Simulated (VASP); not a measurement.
A run of VASP 6.6.1:

Contents of POSCAR:

```
K2IF
1.0
    2.1244074772      1.2265272289      7.1569545263
   -2.1244074772      1.2265272289      7.1569545263
    0.0000000000     -2.4530544577      7.1569545263
F I K
1 1 2
Direct
    1.0000000000      0.0000000000      0.0000000000
    0.5000000000      0.5000000000      0.5000000000
    0.2724996288      0.2724996288      0.2724996288
    0.7275003712      0.7275003712      0.7275003712
```

File INCAR.step1:

```
SYSTEM = K2IF
PREC = Accurate
ENCUT = 520
ISMEAR = 0
SIGMA = 0.01
LREAL = .FALSE.
LASPH = .TRUE.
NELM = 100
NBANDS = 24
GGA = PE
ALGO = Normal
EDIFF = 1E-4
LWAVE = .TRUE.
LCHARG = .FALSE.
```

Contents of INCAR.step2:

```
SYSTEM = K2IF
PREC = Accurate
ENCUT = 520
EDIFF = 1E-6
ISMEAR = 0
SIGMA = 0.01
LREAL = .FALSE.
LASPH = .TRUE.
NELM = 100
ALGO = Normal
ISIF = 2
LWAVE = .FALSE.
LCHARG = .TRUE.
METAGGA = R2SCAN
LMIXTAU = .TRUE.
LELF = .TRUE.
LVHAR = .TRUE.
NBANDS = 24
ISTART = 1
```

Contents of KPOINTS:

```
regular mesh
0
G
  6 6 6
  0 0 0
```

Potentials or basis: VASP PAW PBE potentials, release 64 (F, I, K_sv).

Command:

```bash
$ cat potpaw_PBE.64/F/POTCAR potpaw_PBE.64/I/POTCAR potpaw_PBE.64/K_sv/POTCAR > POTCAR
$ cp INCAR.step1 INCAR
$ mpirun -np 1 vasp_std > vasp.out
$ cp INCAR.step2 INCAR
$ mpirun -np 1 vasp_std > vasp.out
```

Hardware: 1 thread of Intel(R) Xeon(R) 6975P-C (Granite Rapids), with other jobs on the host.

**Question.** Estimate the wall time of this run.

**Answer.** It took 8.6 min on 1 thread of Intel(R) Xeon(R) 6975P-C (Granite Rapids), on a shared host, peak memory 0.51 GiB. Counts: k points 32.
